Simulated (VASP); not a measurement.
Set up this calculation in VASP 6.6.1, as the native input.

| Property | Result |
| --- | --- |
| Task | single point |
| Functional | PBE |
| Potentials or basis | VASP PAW PBE potentials, release 64 (Ge_d, N) |
| Cutoff | 520 eV |
| k mesh | 6 × 6 × 1 |
| Occupations | gaussian, width 0.1 eV |
| Spin | no spin polarisation |
| Dipole correction | yes |
| Further INCAR settings | ALGO = Normal; EDIFF = 1e-06; NBANDS = 19 |

The structure of GeN2 lies in POSCAR:

```
GeN2
1.0
    2.9792139800      0.0000000000      0.0000000000
   -1.4186786400      2.6279860900      0.0000000000
    0.0000000000      0.0000000000     17.0000000000
Ge N
1 2
Direct
    0.0000000000      0.0000000000      0.5000000000
    0.6417691400      0.2851402700      0.4382069200
    0.3582308600      0.7148597300      0.5617930800
```

The cell was built from a structure type or drawn by symmetry, and may not be a known phase.

One way to write it, as run:

INCAR

```
SYSTEM = GeN2
PREC = Accurate ; ENCUT = 520
EDIFF = 1E-6 ; ISMEAR = 0
SIGMA = 0.1 ; LREAL = .FALSE.
LASPH = .TRUE. ; NELM = 100
ALGO = Normal ; ISIF = 2
LWAVE = .FALSE. ; LCHARG = .FALSE.
LDIPOL = .TRUE. ; IDIPOL = 3
DIPOL = 0.5 0.5 0.500 ; GGA = PE
NBANDS = 19
```

KPOINTS

```
regular mesh
0
G
  6 6 1
  0 0 0
```

Potentials or basis: VASP PAW PBE potentials, release 64 (Ge_d, N).

Run with:

```bash
$ cat potpaw_PBE.64/Ge_d/POTCAR potpaw_PBE.64/N/POTCAR > POTCAR
$ mpirun -np 1 vasp_std > vasp.out
```

It gave:

The largest force is 1.275 eV/Å and the band gap on the k mesh is zero (bands 12 and 13 overlap by 0.08 eV).

Caveat: the k points lie up to 0.40 Å⁻¹ apart.

It took 48 s on 1 thread of AMD EPYC 9R45 96-Core Processor (Zen 5), with other jobs on the host, peak memory 0.22 GiB.
